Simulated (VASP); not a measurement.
Input of a VASP 6.6.1 run:

File INCAR:

```
SYSTEM = BeCd2Se3
PREC = Accurate
ENCUT = 520
EDIFF = 1E-7
ISMEAR = 0
SIGMA = 0.1
LREAL = .False.
LASPH = .True.
NELM = 80
ALGO = Normal
ISIF = 2
LWAVE = .False.
LCHARG = .False.
GGA = PE
NBANDS = 31
```

The input KPOINTS:

```
Automatic mesh
0
Gamma
  4 4 2
  0 0 0
```

The input POSCAR:

```
BeCd2Se3
1.0
    3.7087258783      0.0000000000      0.0000000000
    0.0000000000      3.7087258783      0.0000000000
    0.0000000000      0.0000000000     11.4943167251
Be Cd Se
1 2 3
Direct
    0.0000000000      0.0000000000      0.0000000000
    0.5000000000      0.0000000000      0.4073554824
    0.0000000000      0.5000000000      0.5926445176
    0.5000000000      0.0000000000      0.6565040618
    0.0000000000      0.5000000000      0.3434959382
    0.5000000000      0.5000000000      0.0000000000
```

Potentials or basis: VASP PAW PBE potentials, release 64 (Be, Cd, Se).

Launch:

```console
$ cat potpaw_PBE.64/Be/POTCAR potpaw_PBE.64/Cd/POTCAR potpaw_PBE.64/Se/POTCAR > POTCAR
$ mpirun -np 1 vasp_std > vasp.out
```

Predict the band gap on the k mesh.

zero (bands 22 and 23 overlap by 0.30 eV).

What does it give for the largest force?

0.050 eV/Å.

Forces on the atoms (eV/Å):
```
Be   0.000  0.000  0.000
Cd   0.000  0.000 -0.010
Cd   0.000  0.000  0.010
Se   0.000  0.000  0.050
Se   0.000  0.000 -0.050
Se   0.000  0.000  0.000
```

Caveat: the k points lie up to 0.42 Å⁻¹ apart; semilocal functionals underestimate gaps, so a narrow gap can read as zero.
